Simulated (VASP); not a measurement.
# Y2SiF2 (P-3m1) in VASP: notebook

Runs on Y2SiF2. Level: PBE. Tasks: single point.

All numbers are computed with VASP 6.6.1; they aren't measurements. Logs are shortened: lines on timing, memory, paths and dates and some standing lists are left out, and cuts for length are marked.

### 1 The cell of the first run

Symmetry: P-3m1, No. 164, trigonal system. Conventional cell: a = 4.074 Å, b = 4.074 Å, c = 6.601 Å, α = 90.00°, β = 90.00°, γ = 120.00°. Y (site symmetry 3m) has 4 F at 2.34 to 2.57 Å and 3 Si at 2.85 Å within 3.1 Å. Si (site symmetry -3m) has 6 Y at 2.85 Å and 6 F at 3.54 Å within 3.8 Å. Within 3.1 Å of F (site symmetry 3m) lie 4 Y at 2.34 to 2.57 Å and 3 F at 2.69 Å.

### 2 Single point, PBE

Contents of INCAR:

```
SYSTEM = Y2SiF2
ALGO     = Normal         ! electronic algorithm
EDIFF    = 1E-6           ! SCF threshold, eV
ENCUT    = 520            ! plane-wave cutoff, eV
GGA      = PE             ! functional
ISIF     = 2              ! what is computed and relaxed
ISMEAR   = 0              ! smearing method
LASPH    = .TRUE.         ! aspherical terms in the spheres
LCHARG   = .TRUE.         ! write CHGCAR
LELF     = .TRUE.         ! ELF
LREAL    = .FALSE.        ! projectors in reciprocal space
LVHAR    = .TRUE.       
LWAVE    = .FALSE.        ! write WAVECAR
NBANDS   = 28             ! bands
NELM     = 100            ! most SCF steps
PREC     = Accurate       ! precision mode
SIGMA    = 0.1            ! smearing width, eV
```

Contents of KPOINTS:

```
k-points
0
G
  6 6 4
  0 0 0
```

Contents of POSCAR:

```
Y2SiF2
1.0
    4.0736468560      0.0000000029      0.0000000000
   -2.0368234305      3.5278816619      0.0000000000
    0.0000000000      0.0000000000      6.6005788210
Y Si F
2 1 2
Direct
    0.3333333333      0.6666666667      0.7440482535
    0.6666666667      0.3333333333      0.2559517465
    0.0000000000      0.0000000000      0.5000000000
    0.3333333333      0.6666666667      0.0985346985
    0.6666666667      0.3333333333      0.9014653015
```

Potentials or basis: VASP PAW PBE potentials, release 64 (Y_sv, Si, F).

Started as:

```sh
> cat potpaw_PBE.64/Y_sv/POTCAR potpaw_PBE.64/Si/POTCAR potpaw_PBE.64/F/POTCAR > POTCAR
> mpirun -np 1 vasp_std > vasp.out
```

OUTCAR:

```text
SYSTEM = Y2SiF2
   EDIFF = 1E-6
   ENCUT = 520
   GGA = PE
   ISIF = 2
   ISMEAR = 0
   LASPH = .TRUE.
   LREAL = .FALSE.
   NELM = 100
   PREC = Accurate

 ion  position               nearest neighbor table
   1  0.333  0.667  0.744-   4 2.34   5 2.57   5 2.57   5 2.57   3 2.85   3 2.85   3 2.85   2 3.99
                             2 3.99   2 3.99   2 4.12   2 4.12   2 4.12
   2  0.667  0.333  0.256-   5 2.34   4 2.57   4 2.57   4 2.57   3 2.85   3 2.85   3 2.85   1 3.99
                             1 3.99   1 3.99   1 4.12   1 4.12   1 4.12
   3  0.000  0.000  0.500-   1 2.85   2 2.85   2 2.85   1 2.85   2 2.85   1 2.85
   4  0.333  0.667  0.099-   1 2.34   2 2.57   2 2.57   2 2.57
   5  0.667  0.333  0.901-   2 2.34   1 2.57   1 2.57   1 2.57

  LATTYP: Found a hexagonal cell.
 ALAT       =     4.0736468560
 C/A-ratio  =     1.6203119844

  Lattice vectors:

 A1 = (   4.0736468560,   0.0000000029,   0.0000000000)
 A2 = (  -2.0368234305,   3.5278816619,   0.0000000000)
 A3 = (   0.0000000000,   0.0000000000,   6.6005788210)

Analysis of symmetry for initial positions (statically):
=====================================================================
 Subroutine PRICEL returns:
 Original cell was already a primitive cell.

 Routine SETGRP: Setting up the symmetry group for a
 hexagonal supercell.

 Subroutine GETGRP returns: Found 12 space group operations
 (whereof 12 operations were pure point group operations)
 out of a pool of 24 trial point group operations.

The static configuration has the point symmetry D_3d.

Analysis of symmetry for dynamics (positions and initial velocities):
=====================================================================
 Subroutine PRICEL returns:
 Original cell was already a primitive cell.

 Routine SETGRP: Setting up the symmetry group for a
 hexagonal supercell.

 Subroutine GETGRP returns: Found 12 space group operations
 (whereof 12 operations were pure point group operations)
 out of a pool of 24 trial point group operations.

The dynamic configuration has the point symmetry D_3d.

 Subroutine INISYM returns: Found 12 space group operations
 (whereof 12 operations are pure point group operations),
 and found     1 'primitive' translations

----------------------------------------------------------------------------------------

                                     Primitive cell

  volume of cell :      94.8592

  direct lattice vectors                    reciprocal lattice vectors
     4.073646856  0.000000003  0.000000000     0.245480287  0.141728110  0.000000000
    -2.036823431  3.527881662  0.000000000    -0.000000000  0.283456220  0.000000000
     0.000000000  0.000000000  6.600578821     0.000000000  0.000000000  0.151501865

  length of vectors
     4.073646856  4.073646856  6.600578821     0.283456220  0.283456220  0.151501865

  position of ions in fractional coordinates (direct lattice)
     0.333333333  0.666666667  0.744048253
     0.666666667  0.333333333  0.255951747
     0.000000000  0.000000000  0.500000000
     0.333333333  0.666666667  0.098534699
     0.666666667  0.333333333  0.901465301

  ion indices of the primitive-cell ions
   primitive index   ion index
                 1           1
                 2           2
                 3           3
                 4           4
                 5           5

----------------------------------------------------------------------------------------

 KPOINTS: k-points

Automatic generation of k-mesh.
 Grid dimensions read from file:
 generate k-points for:    6    6    4

 Generating k-lattice:

  Cartesian coordinates                     Fractional coordinates (reciprocal lattice)
     0.040913381  0.023621352  0.000000000     0.166666667  0.000000000  0.000000000
    -0.000000000  0.047242703  0.000000000     0.000000000  0.166666667  0.000000000
     0.000000000  0.000000000  0.037875466     0.000000000  0.000000000  0.250000000

  Length of vectors
     0.047242703  0.047242703  0.037875466

  Shift w.r.t. Gamma in fractional coordinates (k-lattice)
     0.000000000  0.000000000  0.000000000

 Subroutine IBZKPT returns following result:
 ===========================================

 Found     24 irreducible k-points:

 Following reciprocal coordinates:
            Coordinates               Weight
  0.000000  0.000000  0.000000      1.000000
  0.166667  0.000000  0.000000      6.000000
  0.333333  0.000000  0.000000      6.000000
  0.500000  0.000000  0.000000      3.000000
  0.166667  0.166667  0.000000      6.000000
  0.333333  0.166667  0.000000     12.000000
[... 16 lines left out ...]
  0.333333  0.166667  0.500000     12.000000
  0.333333  0.333333  0.500000      2.000000
   k-points           NKPTS =     24   k-points in BZ     NKDIM =     24   number of bands    NBANDS=     28
   number of dos      NEDOS =    301   number of ions     NIONS =      5
   total plane-waves  NPLWV =  45000
   dimension x,y,z NGX =    30 NGY =   30 NGZ =   50
   dimension x,y,z NGXF=    60 NGYF=   60 NGZF=  100
   ions per type =               2   1   2
   NGX,Y,Z   is equivalent  to a cutoff of  12.24, 12.24, 12.59 a.u.
   NGXF,Y,Z  is equivalent  to a cutoff of  24.49, 24.49, 25.19 a.u.
 SYSTEM =  Y2SiF2
   PREC   = accura    normal or accurate (medium, high low for compatibility)
   ISTART =      0    job   : 0-new  1-cont  2-samecut
   ICHARG =      2    charge: 1-file 2-atom 10-const
   ISPIN  =      1    spin polarized calculation?
   LNONCOLLINEAR =      F non collinear calculations
   LSORBIT =      F    spin-orbit coupling
   LASPH  =      T    aspherical Exc in radial PAW
   ENCUT  =  520.0 eV  38.22 Ry    6.18 a.u.   7.57  7.57 12.27*2*pi/ulx,y,z
   NELM   =    100;   NELMIN=  2; NELMDL= -5     # of ELM steps
   EDIFF  = 0.1E-05   stopping-criterion for ELM
   LREAL  =      F    real-space projection
   EDIFFG = 0.1E-04   stopping-criterion for IOM
   NSW    =      0    number of steps for IOM
   IBRION =     -1    ionic relax: 0-MD 1-quasi-New 2-CG
   NFREE  =      0    steps in history (QN), initial steepest desc. (CG)
   ISIF   =      2    stress and relaxation
   ISYM   =      2    0-nonsym 1-usesym 2-fastsym
   POTIM  = 0.5000    time-step for ionic-motion
   TEBEG  =    0.0;   TEEND  =   0.0 temperature during run
   PSTRESS=    0.0 pullay stress
   NELECT =      40.0000    total number of electrons
   NUPDOWN=      -1.0000    fix difference up-down
   EMIN   =  10.00;   EMAX   =-10.00  energy-range for DOS
   EFERMI =   0.00;   METHOD = LEGACY
   ISMEAR =     0;   SIGMA  =   0.10  broadening in eV -4-tet -1-fermi 0-gaus
   EFERMI_NEDOS =   21; number of points for ismear=-14 and -15
   IALGO  =     38    algorithm
   IMIX   =      4    mixing-type and parameters
     AMIX     =   0.40;   BMIX     =  1.00
     AMIX_MAG =   1.60;   BMIX_MAG =  1.00
  volume/ion in A,a.u.               =      18.97       128.03
  Fermi-wavevector in a.u.,A,eV,Ry     =   1.227632  2.319889 20.505088  1.507081
  Thomas-Fermi vector in A             =   2.362588
   LORBIT       =      0    0 simple, 1 ext, 2 COOP (PROOUT), +10 PAW based schemes
   GGA     = PE    functional components
   LHFCALC =     F    Hartree Fock is set to
   AEXX    =    0.0000 exact exchange contribution
   IVDW    =     0    specifies the selected vdW correction
   LEPSILON=     F    determine dielectric tensor
   LRPA    =     F    only Hartree local field effects (RPA)
 non-spin polarized calculation
 Gauss-broadening in eV      SIGMA  =   0.10
  energy-cutoff  :      520.00
  volume of cell :       94.86
 maximum number of plane-waves:      2570
   NGX = 15   NGY = 15   NGZ = 25

 number of electron      40.0000019 magnetization

 Free energy of the ion-electron system (eV)
  ---------------------------------------------------
  ext. energy  EPLUGINS =         0.00000000
  ---------------------------------------------------
  free energy    TOTEN  =       -34.02810729 eV

  energy without entropy =      -34.02656543  energy(sigma->0) =      -34.02733636

 E-fermi :   4.3237     XC(G=0):  -9.7560

 val. band max:        4.2445384769   @ k =   0.0000   0.0000   0.5000
 cond. band min:       4.3960412679   @ k =   0.5000   0.0000   0.0000
 fundamental gap:      0.1515027910
 Fermi energy:         4.3236540669

 k-point     1 :       0.0000    0.0000    0.0000
  band No.  band energies     occupation
      1     -38.8120      2.00000
      2     -38.7931      2.00000
      3     -21.4669      2.00000
      4     -20.6870      2.00000
      5     -18.7513      2.00000
      6     -18.7513      2.00000
[... 20 lines left out ...]
     27       7.3710      0.00000
     28       7.6345      0.00000

 k-point     2 :       0.1667    0.0000    0.0000
  band No.  band energies     occupation
      1     -38.8084      2.00000
      2     -38.7917      2.00000
      3     -21.4412      2.00000
      4     -20.7688      2.00000
      5     -18.7815      2.00000
      6     -18.7638      2.00000
[... 20 lines left out ...]
     27       7.6314      0.00000
     28       8.4620      0.00000

 k-point     3 :       0.3333    0.0000    0.0000
  band No.  band energies     occupation
      1     -38.8005      2.00000
      2     -38.7897      2.00000
      3     -21.3683      2.00000
      4     -20.9478      2.00000
      5     -18.8497      2.00000
      6     -18.7995      2.00000
[... 20 lines left out ...]
     27       8.1410      0.00000
     28       8.6488      0.00000

 k-point     4 :       0.5000    0.0000    0.0000
  band No.  band energies     occupation
      1     -38.7957      2.00000
      2     -38.7895      2.00000
      3     -21.3004      2.00000
      4     -21.0659      2.00000
      5     -18.8553      2.00000
      6     -18.8389      2.00000
[... 20 lines left out ...]
     27       8.3851      0.00000
     28       8.9127      0.00000

 k-point     5 :       0.1667    0.1667    0.0000
  band No.  band energies     occupation
      1     -38.8026      2.00000
      2     -38.7901      2.00000
      3     -21.3906      2.00000
      4     -20.8987      2.00000
      5     -18.8402      2.00000
      6     -18.7844      2.00000
[... 20 lines left out ...]
     27       8.0131      0.00000
     28       8.9862      0.00000

 k-point     6 :       0.3333    0.1667    0.0000
  band No.  band energies     occupation
      1     -38.7957      2.00000
      2     -38.7895      2.00000
      3     -21.3004      2.00000
      4     -21.0631      2.00000
      5     -18.8645      2.00000
      6     -18.8306      2.00000
[... 463 lines left out ...]
      5     -18.8058      2.00000
      6     -18.7810      2.00000
[... 20 lines left out ...]
     27       8.0804      0.00000
     28       8.5642      0.00000

 k-point    22 :       0.1667    0.1667    0.5000
  band No.  band energies     occupation
      1     -38.7971      2.00000
      2     -38.7955      2.00000
      3     -21.3926      2.00000
      4     -20.9043      2.00000
      5     -18.7879      2.00000
      6     -18.7790      2.00000
[... 20 lines left out ...]
     27       7.7246      0.00000
     28       8.9686      0.00000

 k-point    23 :       0.3333    0.1667    0.5000
  band No.  band energies     occupation
      1     -38.7930      2.00000
      2     -38.7922      2.00000
      3     -21.3067      2.00000
      4     -21.0703      2.00000
      5     -18.8202      2.00000
      6     -18.8108      2.00000
[... 20 lines left out ...]
     27       8.3247      0.00000
     28       8.5619      0.00000

 k-point    24 :       0.3333    0.3333    0.5000
  band No.  band energies     occupation
      1     -38.7914      2.00000
      2     -38.7914      2.00000
      3     -21.2001      2.00000
      4     -21.2001      2.00000
      5     -18.8447      2.00000
      6     -18.8357      2.00000
[... 20 lines left out ...]
     27       8.4998      0.00000
     28       8.4998      0.00000

------------------------ aborting loop because EDIFF is reached ----------------------------------------

  FORCE on cell =-STRESS in cart. coord.  units (eV):
  Direction    XX          YY          ZZ          XY          YZ          ZX
  --------------------------------------------------------------------------------------
  -------------------------------------------------------------------------------------
  Total       -0.2151662     -0.2151662     -0.1450756     -0.0000000      0.0000000     -0.0000000
  in kB       -3.6341707     -3.6341707     -2.4503353     -0.0000000      0.0000000     -0.0000000
  external PRESSURE =      -3.2395589 kB  Pullay stress =       0.0000000 kB

 VOLUME and BASIS-vectors are now :
 -----------------------------------------------------------------------------
  energy-cutoff  :      520.00
  volume of cell :       94.86
      direct lattice vectors                 reciprocal lattice vectors
     4.073646856  0.000000003  0.000000000     0.245480287  0.141728110  0.000000000
    -2.036823431  3.527881662  0.000000000    -0.000000000  0.283456220  0.000000000
     0.000000000  0.000000000  6.600578821     0.000000000  0.000000000  0.151501865

 POSITION                                       TOTAL-FORCE (eV/Angst)
 -----------------------------------------------------------------------------------
     -0.00000      2.35192      4.91115        -0.000000     -0.000000     -0.007121
      2.03682      1.17596      1.68943         0.000000      0.000000      0.007121
      0.00000      0.00000      3.30029        -0.000000      0.000000      0.000000
     -0.00000      2.35192      0.65039        -0.000000      0.000000      0.017323
      2.03682      1.17596      5.95019         0.000000     -0.000000     -0.017323
 -----------------------------------------------------------------------------------
    total drift:                               -0.000000      0.000000      0.000000

  FREE ENERGIE OF THE ION-ELECTRON SYSTEM (eV)
  ---------------------------------------------------
  free  energy   TOTEN  =       -34.0281072860 eV

  energy  without entropy=      -34.0265654346  energy(sigma->0) =      -34.02733636
```

It took 82 s on 1 thread of AMD EPYC 7R43 (Zen 3), shared host; peak memory 0.2 GiB.

What came out:

* Free energy: -34.0281 eV
* Pressure: -0.3 GPa
* Largest force: 0.017 eV/Å
* Band gap on the k mesh: 0.15 eV, indirect (least direct gap 0.66 eV)

Forces on the atoms (eV/Å):
```
Y    0.000  0.000 -0.007
Y    0.000  0.000  0.007
Si   0.000  0.000  0.000
F    0.000  0.000  0.017
F    0.000  0.000 -0.017
```

Stress tensor (GPa, compression positive):
```
-0.36  0.00  0.00
 0.00 -0.36  0.00
 0.00  0.00 -0.25
```

A k mesh can miss the band edges.

### 3 Single point, PBE

This run uses another cell than the first one, of 20.15 Å³/atom, 1.062 times its volume.

Contents of INCAR:

```
SYSTEM = Y2SiF2
ALGO = Normal ; EDIFF = 1E-7
ENCUT = 520 ; GGA = PE
ISIF = 2 ; ISMEAR = 0
LASPH = .True. ; LCHARG = .True.
LELF = .True. ; LREAL = .False.
LVHAR = .True. ; LWAVE = .False.
NBANDS = 28 ; NELM = 80
PREC = Accurate ; SIGMA = 0.1
```

Contents of KPOINTS:

```
k-points
0
Gamma
  6 6 4
  0 0 0
```

Contents of POSCAR:

```
Y2SiF2
1.0
    4.0867415300      0.0000000000      0.0000000000
   -2.0433707700      3.5392219800      0.0000000000
    0.0000000000      0.0000000000      6.9651897600
Y Si F
2 1 2
Direct
    0.3333333300      0.6666666700      0.6761061100
    0.6666666700      0.3333333300      0.3238938900
    0.0000000000      0.0000000000      0.5000000000
    0.3333333300      0.6666666700      0.0151338800
    0.6666666700      0.3333333300      0.9848661200
```

Potentials or basis: VASP PAW PBE potentials, release 64 (Y_sv, Si, F).

Started as:

```sh
> cat potpaw_PBE.64/Y_sv/POTCAR potpaw_PBE.64/Si/POTCAR potpaw_PBE.64/F/POTCAR > POTCAR
> mpirun -np 1 vasp_std > vasp.out
```

Wall time 84 s (1 thread of AMD EPYC 7R43 (Zen 3), shared host); peak memory 0.22 GiB.

The run converged. Its results:

| Item | Value |
| --- | --- |
| Free energy | -29.4779 eV |
| Pressure | 10.4 GPa |
| Largest force | 7.368 eV/Å |
| Band gap on the k mesh | zero (band 20 reaches 2.04 eV, above the bottom of band 21 at 1.95 eV) |

Forces in eV/Å, atoms in the order of the input:
```
Y    0.000  0.000  7.368
Y    0.000  0.000 -7.368
Si   0.000  0.000  0.000
F    0.000  0.000 -0.246
F    0.000  0.000  0.246
```

Stress tensor (GPa, compression positive):
```
19.62  0.00  0.00
 0.00 19.62  0.00
 0.00  0.00 -8.00
```

Levels at points of the mesh, in eV from the Fermi level:
| k point | band 16 | band 17 | band 18 | band 19 | band 20 | band 21 | band 22 | band 23 | band 24 | band 25 |
| --- | --- | --- | --- | --- | --- | --- | --- | --- | --- | --- |
| (0.00, 0.00, 0.00) | -2.13 | -1.41 | -1.41 | -0.65 | -0.65 | 1.15 | 1.15 | 3.33 | 3.33 | 3.33 |
| (0.50, 0.00, 0.00) | -2.46 | -1.00 | -0.93 | -0.49 | -0.21 | -0.10 | 3.05 | 3.45 | 3.47 | 3.66 |
| (0.00, 0.00, 0.50) | -1.50 | -1.28 | -1.28 | -0.72 | -0.72 | 1.26 | 1.26 | 3.08 | 3.14 | 3.14 |
| (0.50, 0.00, 0.50) | -2.03 | -1.03 | -0.96 | -0.48 | -0.18 | 0.16 | 3.04 | 3.44 | 3.78 | 3.82 |

Caveat: forces of over 1 eV/Å act on the atoms, so gaps and moduli don't describe the material at rest.
